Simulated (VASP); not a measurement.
Input of a VASP 6.6.1 run:

INCAR

```
SYSTEM = Nb
PREC = Accurate
ENCUT = 400
EDIFF = 1E-6
ISMEAR = -1
SIGMA = 0.1
LREAL = .FALSE.
LASPH = .TRUE.
NELM = 120
ALGO = Normal
ISIF = 2
LWAVE = .FALSE.
LCHARG = .FALSE.
GGA = PS
NBANDS = 54
GGA_COMPAT = .FALSE.
```

The input KPOINTS:

```
Automatic mesh
0
G
  2 2 2
  0 0 0
```

File POSCAR:

```
Nb
1.0
   -3.3279000000      3.3279000000      3.3279000000
    3.3279000000     -3.3279000000      3.3279000000
    3.3279000000      3.3279000000     -3.3279000000
Nb
7
Direct
    0.0000000000      0.0000000000      0.4629108447
    0.0000000000      0.5420906578      0.0188297425
    0.0000000000      0.5188398089      0.5138432645
    0.5420906578      0.0000000000      0.0188297425
    0.5188398089      0.0000000000      0.5138432645
    0.4811601911      0.4811601911     -0.0049965444
    0.4579093422      0.4579093422      0.4767390847
```

Potentials or basis: VASP PAW PBE potentials, release 64 (Nb_sv).

Launch:

```sh
$ cat potpaw_PBE.64/Nb_sv/POTCAR > POTCAR
$ mpirun -np 1 vasp_std > vasp.out
```

Estimate the band gap on the k mesh.

zero (an odd number of electrons rules out a gap without spin polarisation).

Predict the pressure.

-12.2 GPa.

Stress tensor (GPa, compression positive):
```
-12.17   1.29  -1.29
  1.29 -12.17  -1.29
 -1.29  -1.29 -12.17
```

Caveat: the k points lie up to 0.67 Å⁻¹ apart, too coarse for converged energies and pressures of a metal; the PAW data sets were made with another functional, which shifts forces and pressure a little.
